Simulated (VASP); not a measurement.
Here is a VASP 6.6.1 calculation.

Contents of POSCAR:

```
Ir
1.0
    0.0000000000      1.9221286501      1.9221286501
    1.9221286501      0.0000000000      1.9221286501
    1.9221286501      1.9221286501      0.0000000000
Ir
1
Direct
    0.0000000000      0.0000000000      0.0000000000
```

The input INCAR.step1:

```
PREC = Accurate ; ENCUT = 520
ISMEAR = 0 ; SIGMA = 0.1
LREAL = F ; LASPH = T
NELM = 80 ; NBANDS = 10
GGA = PE ; ALGO = Normal
EDIFF = 1E-4 ; LWAVE = T
LCHARG = F
```

The input INCAR.step2:

```
PREC = Accurate ; ENCUT = 520
EDIFF = 1E-6 ; ISMEAR = 0
SIGMA = 0.1 ; LREAL = F
LASPH = T ; NELM = 80
ALGO = Normal ; ISIF = 2
LWAVE = F ; LCHARG = T
METAGGA = R2SCAN ; LMIXTAU = T
LELF = T ; LVHAR = T
NBANDS = 10 ; ISTART = 1
```

The input KPOINTS:

```
regular mesh
0
Gamma
  18 18 18
```

Potentials or basis: VASP PAW PBE potentials, release 64 (Ir).

Command:

```console
$ cat potpaw_PBE.64/Ir/POTCAR > POTCAR
$ cp INCAR.step1 INCAR
$ mpirun -np 1 vasp_std > vasp.out
$ cp INCAR.step2 INCAR
$ mpirun -np 1 vasp_std > vasp.out
```

(1) Predict the pressure.

Results:

(1) 2.5 GPa.

Caveat: the PAW data sets were made with another functional, which shifts forces and pressure a little.
